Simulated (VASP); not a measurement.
Here is a VASP 6.6.1 calculation.

Contents of INCAR:

```
SYSTEM = BN
  PREC = Accurate
  ENCUT = 520
  EDIFF = 1E-8
  ISMEAR = 0
  SIGMA = 0.01
  LREAL = .False.
  LASPH = .True.
  NELM = 80
  ALGO = Normal
  ISIF = 2
  LWAVE = .False.
  LCHARG = .False.
  GGA = PS
  LEFG = .True.
  NBANDS = 16
```

File KPOINTS:

```
regular mesh
0
Gamma
  12 12 4
  0 0 0
```

File POSCAR:

```
BN
1.0
    2.5043123440      0.0000000000      0.0000000000
   -1.2521561720      2.1687981090      0.0000000000
    0.0000000000      0.0000000000      7.0328502833
B N
2 2
Direct
    0.3333333333      0.6666666667      0.2500000000
    0.6666666667      0.3333333333      0.7500000000
    0.3333333333      0.6666666667      0.7500000000
    0.6666666667      0.3333333333      0.2500000000
```

Potentials or basis: VASP PAW PBE potentials, release 64 (B, N).

Launch:

```console
$ cat potpaw_PBE.64/B/POTCAR potpaw_PBE.64/N/POTCAR > POTCAR
$ mpirun -np 1 vasp_std > vasp.out
```

Problem. Estimate the pressure.

Solution. 0.3 GPa.

Problem. Predict the band gap on the k mesh.

Solution. 4.26 eV (least direct gap 4.60 eV).

Electric field gradients, principal values (V/Å²):
| atom | least | middle | greatest (by size) |
| --- | --- | --- | --- |
| 1 B | -17.272 | -17.272 | 34.544 |
| 2 B | -17.272 | -17.272 | 34.544 |
| 3 N | -2.257 | -2.259 | 4.516 |
| 4 N | -2.257 | -2.259 | 4.516 |

Caveat: without QUAD_EFG the Cq values of the log hold for a quadrupole moment of 1 mb, not for the nuclei; the PAW data sets were made with another functional, which shifts forces and pressure a little; this functional lacks dispersion, which binds the layers, so the pressure and a relaxed spacing across them are unreliable. A k mesh can miss the band edges.
